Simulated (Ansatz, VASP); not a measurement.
Two plane-wave programs on Al

```
Al
1.0
     2.70319    0.00000    0.00000
    -1.35159    2.34103    0.00000
     0.00000    0.00000    9.61658
Al
4
Cartesian
  0.0000 0.0000 0.0000
  0.0000 1.5607 2.4041
  0.0000 0.0000 4.8083
  1.3516 0.7803 7.2124
```

Alike in both runs: task single point; functional PBE; dispersion D3(BJ); k mesh 18 × 18 × 6; occupations gaussian, width 0.15 eV; no spin polarisation.

|  | VASP | Ansatz |
| --- | --- | --- |
| version | VASP 6.6.1 | Ansatz 0.2.0 |
| potentials or method | VASP PAW PBE potentials, release 64 (Al), cutoff 520 eV | scalar-relativistic, plane waves, PAW |
| valence electrons in the cell | 12 | 12 |

```csv
,VASP,Ansatz,Ansatz less VASP
gap on the k mesh at the Fermi level (eV),none,none,-
pressure (GPa),4.9,4.9,0.00
"traceless stress, the component that is largest in VASP (GPa)",-5.73,-5.73,-0.001
```

A gap of «none» marks a metal or a gap that the smearing closes.
